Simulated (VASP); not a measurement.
# Co4HC in VASP: a series of runs

Runs on Co4HC. Level: PBEsol. Tasks: single point.

Program: VASP 6.6.1. These are calculated values, not measurements. Logs are shortened: lines on timing, memory, paths and dates and some standing lists are left out, and cuts for length are marked.

### Step 1. The cell of the first run

The cell holds a slab with vacuum, 6 atoms: a = 2.456 Å, b = 2.456 Å, c = 26.054 Å, α = 90.00°, β = 90.00°, γ = 120.00°.

### Step 2. Single point, PBEsol, collinear spin, ferromagnetic start

INCAR reads:

```
SYSTEM = Co4HC
  PREC = Accurate
  ENCUT = 520
  EDIFF = 1E-7
  ISMEAR = 0
  SIGMA = 0.1
  LREAL = .False.
  LASPH = .True.
  NELM = 150
  ALGO = Normal
  ISIF = 2
  LWAVE = .False.
  LCHARG = .False.
  ISPIN = 2
  MAGMOM = 1.94 1.89 1.88 1.92 1 0
  LORBIT = 11
  LMAXMIX = 4
  LDIPOL = .True.
  IDIPOL = 3
  DIPOL = 0.5 0.5 0.508
  GGA = PS
  NBANDS = 34
```

KPOINTS reads:

```
Automatic mesh
0
Gamma
  12 12 1
  0 0 0
```

POSCAR reads:

```
Co4HC
1.0
    2.4564222732      0.0000000000      0.0000000000
   -1.2282111366      2.1273240910      0.0000000000
    0.0000000000      0.0000000000     26.0541203316
Co C H
4 1 1
Direct
    0.6666666667      0.3333333333      0.3262439834
    0.3333333333      0.6666666667      0.4024202945
    0.6666666667      0.3333333333      0.4785175915
    0.3333333333      0.6666666667      0.5569455580
    0.3333333333      0.6666666667      0.6217088180
    0.3333333333      0.6666666667      0.6638743515
```

Potentials or basis: VASP PAW PBE potentials, release 64 (Co, C, H).

Started as:

```
> cat potpaw_PBE.64/Co/POTCAR potpaw_PBE.64/C/POTCAR potpaw_PBE.64/H/POTCAR > POTCAR
> mpirun -np 1 vasp_std > vasp.out
```

OUTCAR:

```text
SYSTEM = Co4HC
   PREC = Accurate
   ENCUT = 520
   EDIFF = 1E-7
   ISMEAR = 0
   LREAL = .False.
   LASPH = .True.
   NELM = 150
   ISIF = 2
   ISPIN = 2
   LORBIT = 11
   GGA = PS

 ion  position               nearest neighbor table
   1  0.667  0.333  0.326-   2 2.44   2 2.44   2 2.44
   2  0.333  0.667  0.402-   3 2.44   3 2.44   3 2.44   1 2.44   1 2.44   1 2.44
   3  0.667  0.333  0.479-   2 2.44   2 2.44   2 2.44   4 2.49   4 2.49   4 2.49
   4  0.333  0.667  0.557-   5 1.69   3 2.49   3 2.49   3 2.49
   5  0.333  0.667  0.622-   6 1.10   4 1.69
   6  0.333  0.667  0.664-   5 1.10

  LATTYP: Found a hexagonal cell.
 ALAT       =     2.4564222732
 C/A-ratio  =    10.6065315462

  Lattice vectors:

 A1 = (   2.4564222732,   0.0000000000,   0.0000000000)
 A2 = (  -1.2282111366,   2.1273240910,   0.0000000000)
 A3 = (   0.0000000000,   0.0000000000,  26.0541203316)

Analysis of symmetry for initial positions (statically):
=====================================================================
 Subroutine PRICEL returns:
 Original cell was already a primitive cell.

 Routine SETGRP: Setting up the symmetry group for a
 hexagonal supercell.

 Subroutine GETGRP returns: Found  6 space group operations
 (whereof  6 operations were pure point group operations)
 out of a pool of 24 trial point group operations.

The static configuration has the point symmetry C_3v.

Analysis of symmetry for dynamics (positions and initial velocities):
=====================================================================
 Subroutine PRICEL returns:
 Original cell was already a primitive cell.

 Routine SETGRP: Setting up the symmetry group for a
 hexagonal supercell.

 Subroutine GETGRP returns: Found  6 space group operations
 (whereof  6 operations were pure point group operations)
 out of a pool of 24 trial point group operations.

The dynamic configuration has the point symmetry C_3v.

Analysis of structural, dynamic, and magnetic symmetry:
=====================================================================
 Subroutine PRICEL returns:
 Original cell was already a primitive cell.

 Routine SETGRP: Setting up the symmetry group for a
 hexagonal supercell.

 Subroutine GETGRP returns: Found  6 space group operations
 (whereof  6 operations were pure point group operations)
 out of a pool of 24 trial point group operations.

The overall configuration has the point symmetry C_3v.

 Subroutine INISYM returns: Found  6 space group operations
 (whereof  6 operations are pure point group operations),
 and found     1 'primitive' translations

----------------------------------------------------------------------------------------

                                     Primitive cell

  volume of cell :     136.1486

  direct lattice vectors                    reciprocal lattice vectors
     2.456422273  0.000000000  0.000000000     0.407096130  0.235037060  0.000000000
    -1.228211137  2.127324091  0.000000000     0.000000000  0.470074120  0.000000000
     0.000000000  0.000000000 26.054120332     0.000000000  0.000000000  0.038381645

  length of vectors
     2.456422273  2.456422273 26.054120332     0.470074120  0.470074120  0.038381645

  position of ions in fractional coordinates (direct lattice)
     0.666666667  0.333333333  0.326243983
     0.333333333  0.666666667  0.402420294
     0.666666667  0.333333333  0.478517592
     0.333333333  0.666666667  0.556945558
     0.333333333  0.666666667  0.621708818
     0.333333333  0.666666667  0.663874351

  ion indices of the primitive-cell ions
   primitive index   ion index
                 1           1
                 2           2
                 3           3
                 4           4
                 5           5
                 6           6

----------------------------------------------------------------------------------------

 KPOINTS: Automatic mesh

Automatic generation of k-mesh.
 Grid dimensions read from file:
 generate k-points for:   12   12    1

 Generating k-lattice:

  Cartesian coordinates                     Fractional coordinates (reciprocal lattice)
     0.033924677  0.019586422  0.000000000     0.083333333  0.000000000  0.000000000
     0.000000000  0.039172843  0.000000000     0.000000000  0.083333333  0.000000000
     0.000000000  0.000000000  0.038381645     0.000000000  0.000000000  1.000000000

  Length of vectors
     0.039172843  0.039172843  0.038381645

  Shift w.r.t. Gamma in fractional coordinates (k-lattice)
     0.000000000  0.000000000  0.000000000

 Subroutine IBZKPT returns following result:
 ===========================================

 Found     19 irreducible k-points:

 Following reciprocal coordinates:
            Coordinates               Weight
  0.000000  0.000000  0.000000      1.000000
  0.083333  0.000000  0.000000      6.000000
  0.166667  0.000000  0.000000      6.000000
  0.250000  0.000000  0.000000      6.000000
  0.333333  0.000000  0.000000      6.000000
  0.416667  0.000000  0.000000      6.000000
[... 11 lines left out ...]
  0.333333  0.250000  0.000000     12.000000
  0.333333  0.333333  0.000000      2.000000
   k-points           NKPTS =     19   k-points in BZ     NKDIM =     19   number of bands    NBANDS=     34
   number of dos      NEDOS =    301   number of ions     NIONS =      6
   total plane-waves  NPLWV =  63504
   dimension x,y,z NGX =    18 NGY =   18 NGZ =  196
   dimension x,y,z NGXF=    36 NGYF=   36 NGZF=  392
   ions per type =               4   1   1
   NGX,Y,Z   is equivalent  to a cutoff of  12.18, 12.18, 12.51 a.u.
   NGXF,Y,Z  is equivalent  to a cutoff of  24.36, 24.36, 25.01 a.u.
 SYSTEM =  Co4HC
   PREC   = accura    normal or accurate (medium, high low for compatibility)
   ISTART =      0    job   : 0-new  1-cont  2-samecut
   ICHARG =      2    charge: 1-file 2-atom 10-const
   ISPIN  =      2    spin polarized calculation?
   LNONCOLLINEAR =      F non collinear calculations
   LSORBIT =      F    spin-orbit coupling
   LASPH  =      T    aspherical Exc in radial PAW
   ENCUT  =  520.0 eV  38.22 Ry    6.18 a.u.   4.57  4.57 48.44*2*pi/ulx,y,z
   NELM   =    150;   NELMIN=  2; NELMDL= -5     # of ELM steps
   EDIFF  = 0.1E-06   stopping-criterion for ELM
   LREAL  =      F    real-space projection
   EDIFFG = 0.1E-05   stopping-criterion for IOM
   NSW    =      0    number of steps for IOM
   IBRION =     -1    ionic relax: 0-MD 1-quasi-New 2-CG
   NFREE  =      0    steps in history (QN), initial steepest desc. (CG)
   ISIF   =      2    stress and relaxation
   ISYM   =      2    0-nonsym 1-usesym 2-fastsym
   POTIM  = 0.5000    time-step for ionic-motion
   TEBEG  =    0.0;   TEEND  =   0.0 temperature during run
   PSTRESS=    0.0 pullay stress
   NELECT =      41.0000    total number of electrons
   NUPDOWN=      -1.0000    fix difference up-down
   EMIN   =  10.00;   EMAX   =-10.00  energy-range for DOS
   EFERMI =   0.00;   METHOD = LEGACY
   ISMEAR =     0;   SIGMA  =   0.10  broadening in eV -4-tet -1-fermi 0-gaus
   EFERMI_NEDOS =   21; number of points for ismear=-14 and -15
   IALGO  =     38    algorithm
   IMIX   =      4    mixing-type and parameters
     AMIX     =   0.40;   BMIX     =  1.00
     AMIX_MAG =   1.60;   BMIX_MAG =  1.00
  volume/ion in A,a.u.               =      22.69       153.13
  Fermi-wavevector in a.u.,A,eV,Ry     =   1.097316  2.073627 16.382811  1.204103
  Thomas-Fermi vector in A             =   2.233674
   LORBIT       =     11    0 simple, 1 ext, 2 COOP (PROOUT), +10 PAW based schemes
   GGA     = PS    functional components
   LHFCALC =     F    Hartree Fock is set to
   AEXX    =    0.0000 exact exchange contribution
   IVDW    =     0    specifies the selected vdW correction
   LEPSILON=     F    determine dielectric tensor
   LRPA    =     F    only Hartree local field effects (RPA)
 spin polarized calculation
 Gauss-broadening in eV      SIGMA  =   0.10
  energy-cutoff  :      520.00
  volume of cell :      136.15
 maximum number of plane-waves:      3722
   NGX =  9   NGY =  9   NGZ = 97

 dipolmoment           0.000000      0.000000      0.004208 electrons x Angstroem

 number of electron      40.9999976 magnetization       5.1614146

 dipolmoment           0.000000      0.000000     -0.087811 electrons x Angstroem

 Free energy of the ion-electron system (eV)
  ---------------------------------------------------
  ext. energy  EPLUGINS =         0.00000000
  ---------------------------------------------------
  free energy    TOTEN  =       -39.87366932 eV

  energy without entropy =      -39.85009766  energy(sigma->0) =      -39.86188349

 E-fermi :   1.5775     XC(G=0):  -5.8488

 val. band max:        1.5686803801   @ k =   0.2500   0.1667   0.0000
 cond. band min:       1.5981896157   @ k =   0.1667   0.0000   0.0000
 fundamental gap:      0.0295092356
 Fermi energy:         1.5774798753

 spin component 1

 k-point     1 :       0.0000    0.0000    0.0000
  band No.  band energies     occupation
      1     -13.3553      1.00000
      2      -7.4718      1.00000
      3      -6.7209      1.00000
      4      -5.2639      1.00000
      5      -4.0194      1.00000
      6      -3.6991      1.00000
[... 24 lines left out ...]
     31       6.3639      0.00000
     32       6.5781      0.00000

 k-point     2 :       0.0833    0.0000    0.0000
  band No.  band energies     occupation
      1     -13.1847      1.00000
      2      -7.2606      1.00000
      3      -6.5179      1.00000
      4      -5.0638      1.00000
      5      -3.8300      1.00000
      6      -3.5461      1.00000
[... 24 lines left out ...]
     31       6.2122      0.00000
     32       6.8066      0.00000
[... 558 lines left out ...]
     31       9.9094      0.00000
     32      10.7449      0.00000

 k-point    19 :       0.3333    0.3333    0.0000
  band No.  band energies     occupation
      1      -8.5231      1.00000
      2      -3.8788      1.00000
      3      -3.0108      1.00000
      4      -2.9257      1.00000
      5      -2.7191      1.00000
      6      -2.4659      1.00000
[... 24 lines left out ...]
     31      10.0342      0.00000
     32      11.0707      0.00000
 Fermi energy:         1.5774798753

 spin component 2

 k-point     1 :       0.0000    0.0000    0.0000
  band No.  band energies     occupation
      1     -13.4025      1.00000
      2      -7.4474      1.00000
      3      -6.6716      1.00000
      4      -5.1500      1.00000
      5      -3.7055      1.00000
      6      -3.0946      1.00000
[... 24 lines left out ...]
     31       6.2988      0.00000
     32       6.6074      0.00000

 k-point     2 :       0.0833    0.0000    0.0000
  band No.  band energies     occupation
      1     -13.2319      1.00000
      2      -7.2406      1.00000
      3      -6.4635      1.00000
      4      -4.9488      1.00000
      5      -3.5197      1.00000
      6      -2.9120      1.00000
[... 24 lines left out ...]
     31       6.1500      0.00000
     32       6.8423      0.00000
[... 558 lines left out ...]
     31      10.3886      0.00000
     32      11.1200      0.00000

 k-point    19 :       0.3333    0.3333    0.0000
  band No.  band energies     occupation
      1      -8.5690      1.00000
      2      -3.8157      1.00000
      3      -2.8868      1.00000
      4      -2.8634      1.00000
      5      -1.5409      1.00000
      6      -1.4455      1.00000
[... 24 lines left out ...]
     31      10.4668      0.00000
     32      11.0702      0.00000
 [bands above 32 left out]

------------------------ aborting loop because EDIFF is reached ----------------------------------------

 vacuum level on the upper side and lower side of the slab       (xc-potential included)        -1.488         1.493

  FORCE on cell =-STRESS in cart. coord.  units (eV):
  Direction    XX          YY          ZZ          XY          YZ          ZX
  --------------------------------------------------------------------------------------
  -------------------------------------------------------------------------------------
  Total       -1.5239561     -1.5239561     -0.4517748      0.0000000     -0.0000000      0.0000000
  in kB      -17.9337020    -17.9337020     -5.3164226      0.0000000     -0.0000000      0.0000000
  external PRESSURE =     -13.7279422 kB  Pullay stress =       0.0000000 kB

 VOLUME and BASIS-vectors are now :
 -----------------------------------------------------------------------------
  energy-cutoff  :      520.00
  volume of cell :      136.15
      direct lattice vectors                 reciprocal lattice vectors
     2.456422273  0.000000000  0.000000000     0.407096130  0.235037060  0.000000000
    -1.228211137  2.127324091  0.000000000     0.000000000  0.470074120  0.000000000
     0.000000000  0.000000000 26.054120332     0.000000000  0.000000000  0.038381645

 POSITION                                       TOTAL-FORCE (eV/Angst)
 -----------------------------------------------------------------------------------
      1.22821      0.70911      8.50000         0.000000      0.000000      0.295533
     -0.00000      1.41822     10.48471         0.000000      0.000000     -0.249558
      1.22821      0.70911     12.46735         0.000000     -0.000000     -0.016113
     -0.00000      1.41822     14.51073        -0.000000      0.000000     -0.187040
     -0.00000      1.41822     16.19808        -0.000000      0.000000      0.115163
     -0.00000      1.41822     17.29666         0.000000      0.000000      0.042015
 -----------------------------------------------------------------------------------
    total drift:                                0.000000      0.000000     -0.000971

  FREE ENERGIE OF THE ION-ELECTRON SYSTEM (eV)
  ---------------------------------------------------
  free  energy   TOTEN  =       -39.8736693219 eV

  energy  without entropy=      -39.8500976644  energy(sigma->0) =      -39.86188349

 vacuum level on the upper side and lower side of the slab         3.644         6.683

 total charge

# of ion       s       p       d       tot
------------------------------------------
    1        0.496   0.431   7.248   8.175
    2        0.505   0.566   7.284   8.355
    3        0.508   0.559   7.272   8.339
    4        0.528   0.646   7.457   8.631
    5        0.939   1.365   0.000   2.304
    6        0.615   0.049   0.000   0.664
--------------------------------------------------
tot          3.592   3.615  29.262  36.469

 magnetization (x)

# of ion       s       p       d       tot
------------------------------------------
    1       -0.009  -0.036   1.760   1.715
    2       -0.014  -0.048   1.714   1.652
    3       -0.008  -0.041   1.624   1.575
    4       -0.006  -0.021   0.318   0.290
    5       -0.008  -0.024   0.000  -0.032
    6       -0.002  -0.000   0.000  -0.002
--------------------------------------------------
tot         -0.047  -0.171   5.416   5.198
```

It took 7.6 min on 1 thread of Intel Xeon Platinum 8488C (Sapphire Rapids), shared host; peak memory 0.37 GiB.

What came out:

| Property | Result |
| --- | --- |
| Free energy | -39.8737 eV |
| Largest force | 0.296 eV/Å |
| Net moment | 5.16 μB per cell |
| Site moments | Co +1.72, +1.65, +1.57, +0.29; C -0.03; H -0.00 μB |
| Valence electrons inside the program's atomic spheres | Co 8.18, 8.36, 8.34, 8.63; C 2.30; H 0.66 |

Forces in eV/Å, atoms in the order of the input:
```
Co   0.000  0.000  0.296
Co   0.000  0.000 -0.250
Co   0.000  0.000 -0.016
Co   0.000  0.000 -0.187
C    0.000  0.000  0.115
H    0.000  0.000  0.042
```

Levels at points of the mesh, in eV from the Fermi level:
Spin up:
| k point | band 20 | band 21 | band 22 | band 23 | band 24 | band 25 | band 26 | band 27 |
| --- | --- | --- | --- | --- | --- | --- | --- | --- |
| (0.00, 0.00, 0.00) | -1.25 | -1.25 | -0.98 | -0.98 | -0.84 | -0.84 | -0.29 | 1.08 |
| (0.50, 0.00, 0.00) | -0.51 | -0.42 | 0.26 | 0.42 | 1.36 | 1.84 | 2.69 | 2.93 |
Spin down:
| k point | band 16 | band 17 | band 18 | band 19 | band 20 | band 21 |
| --- | --- | --- | --- | --- | --- | --- |
| (0.00, 0.00, 0.00) | -0.81 | -0.81 | -0.66 | -0.66 | -0.09 | 0.17 |
| (0.50, 0.00, 0.00) | 0.08 | 0.35 | 0.65 | 0.99 | 1.23 | 1.27 |

Caveat: the PAW data sets were made with another functional, which shifts forces and pressure a little.

[end of part 1 of 2]
